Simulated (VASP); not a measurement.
Set up this calculation in VASP 6.6.1, as the native input.

* Task: relaxation of cell and atoms
* Functional: BLYP
* Dispersion: D3(BJ)
* Potentials or basis: VASP PAW PBE potentials, release 64 (Mg, B)
* Cutoff: 600 eV
* k mesh: 9 × 9 × 9
* Occupations: fermi-dirac, width 0.05 eV
* Spin: no spin polarisation
* Dipole correction: no
* Further INCAR settings: ALGO = Normal; EDIFF = 1e-07; IBRION = 2; EDIFFG = -0.01; NSW = 60; ISIF = 3

The structure of MgB lies in POSCAR:

```
MgB
1.0
    2.8951500000      0.0000000000      0.0000000000
    0.0000000000      2.8951500000      0.0000000000
    0.0000000000      0.0000000000      2.8951500000
Mg B
1 1
Direct
    0.0000000000      0.0000000000      0.0000000000
    0.5000000000      0.5000000000      0.5000000000
```

These files were run (other wordings do the same):

INCAR

```
SYSTEM = MgB
AGGAC    = 1.0          
AGGAX    = 1.0          
ALDAC    = 0.0          
ALDAX    = 1.0          
ALGO     = Normal         ! electronic algorithm
EDIFF    = 1E-7           ! SCF threshold, eV
EDIFFG   = -0.01          ! ionic threshold
ENCUT    = 600            ! plane-wave cutoff, eV
GGA      = B5             ! functional
IBRION   = 2              ! ionic algorithm
ISIF     = 3              ! what is computed and relaxed
ISMEAR   = -1             ! smearing method
IVDW     = 12             ! dispersion correction
LASPH    = .True.         ! aspherical terms in the spheres
LCHARG   = .False.        ! write CHGCAR
LREAL    = .False.        ! projectors in reciprocal space
LWAVE    = .False.        ! write WAVECAR
NELM     = 60             ! most SCF steps
NSW      = 60             ! ionic steps
PREC     = Accurate       ! precision mode
SIGMA    = 0.05           ! smearing width, eV
VDW_A1   = 0.4298       
VDW_A2   = 4.2359       
VDW_S6   = 1.0          
VDW_S8   = 2.6996
```

KPOINTS

```
k-points
0
Gamma
  9 9 9
  0 0 0
```

Potentials or basis: VASP PAW PBE potentials, release 64 (Mg, B).

The run is started by

```sh
$ cat potpaw_PBE.64/Mg/POTCAR potpaw_PBE.64/B/POTCAR > POTCAR
$ mpirun -np 1 vasp_std > vasp.out
```

It gave:

```
Relaxed volume                         : 11.23 Å³/atom
Relaxed cell                           : a = 2.821 Å, b = 2.821 Å, c = 2.821 Å, α = 90.00°, β = 90.00°, γ = 90.00°
Space group after relaxing (to 0.05 Å) : Pm-3m (No. 221)
Energy gained by relaxing              : 18.8 meV/atom
Ionic steps                            : 3
Pressure after relaxing                : 0.0 GPa
Dispersion energy per atom             : -0.692 eV
```

Caveat: the PAW data sets were made with another functional, which shifts forces and pressure a little; pairwise dispersion overbinds metals, which lowers pressure and volume.

Wall time 27 s on 1 thread of Intel(R) Xeon(R) 6975P-C (Granite Rapids), on a shared host, peak memory 0.15 GiB.
